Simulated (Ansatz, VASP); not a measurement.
**AlIn2B2As in VASP and in Ansatz**

The input INCAR:

```
SYSTEM = AlIn2B2As
PREC = Accurate
ENCUT = 600
EDIFF = 1E-6
ISMEAR = 0
SIGMA = 0.1
LREAL = .FALSE.
LASPH = .TRUE.
NELM = 80
ALGO = Normal
ISIF = 3
LWAVE = .FALSE.
LCHARG = .FALSE.
GGA = PE
IBRION = 2
NSW = 100
EDIFFG = -0.01
```

File KPOINTS:

```
regular mesh
0
G
  8 6 6
  0 0 0
```

File POSCAR:

```
AlIn2B2As
1.0
    4.2451916626      0.0000000000      0.0000000000
    1.9350913837      5.1755466687      0.0000000000
    2.0715944088     -0.4060579769      5.2787021369
Al In B As
1 2 2 1
Direct
    0.8738665663      0.9447817448      0.8373214845
    0.9441203357      0.1921218596      0.3770253892
    0.4936535826      0.5654524390      0.0032484792
    0.4161540649      0.2453012870      0.7885508107
    0.2581223029      0.0217996804      0.9631682018
    0.1986220376      0.5106219992      0.5506066247
```

Input for Ansatz:

```yaml
crystal:
  lattice:
    - [4.2451916626, 0.0, 0.0]
    - [1.9350913837, 5.1755466687, 0.0]
    - [2.0715944088, -0.4060579769, 5.2787021369]
  atoms:
    - { symbol: Al, position: [0.8738665663, 0.9447817448, 0.8373214845] }
    - { symbol: In, position: [0.9441203357, 0.1921218596, 0.3770253892] }
    - { symbol: In, position: [0.4936535826, 0.565452439, 0.0032484792] }
    - { symbol: B, position: [0.4161540649, 0.245301287, 0.7885508107] }
    - { symbol: B, position: [0.2581223029, 0.0217996804, 0.9631682018] }
    - { symbol: As, position: [0.1986220376, 0.5106219992, 0.5506066247] }
basis:
  ecutwfc: 420
kpoints:
  mp_grid: { grid: [8, 6, 6] }
hamiltonian:
  xc: pbe
scf:
  occupations: { method: gaussian, width: 0.1 }
output:
  forces: true
  stress: true
  eigenvalues: true
relax:
  adjacent_minimum: "off"
  f_tol: 0.01
  max_steps: 80
  cell: { stress_tol: 0.05 }
```

Change from the starting cell: the structure that the rattled cell fell into.

Alike in both runs: task relaxation of cell and atoms; functional PBE; k mesh 8 × 6 × 6; occupations gaussian, width 0.1 eV; no spin polarisation.

|  | VASP | Ansatz |
| --- | --- | --- |
| version | VASP 6.6.1 | Ansatz 0.2.0 |
| potentials or method | VASP PAW PBE potentials, release 64 (Al, In_d, B, As), cutoff 600 eV | scalar-relativistic, plane waves, PAW |
| valence electrons in the cell | 40 | 50 |

Ansatz gave:

- gap on the k mesh at the Fermi level, each at its own relaxed structure (eV): none
- relaxed volume (Å³/atom): 19.38
- relaxed length of the cell vector where the two differ most in proportion (Å): 5.727

Problem. What did VASP give for the same quantities?

Solution. gap on the k mesh at the Fermi level, each at its own relaxed structure (eV): none; relaxed volume (Å³/atom): 19.40; relaxed length of the cell vector where the two differ most in proportion (Å): 5.730.

A gap of «none» marks a metal or a gap that the smearing closes. VASP's potentials hold 40 valence electrons a cell and Ansatz's 50, so a difference there can come from the potentials and not from the codes.
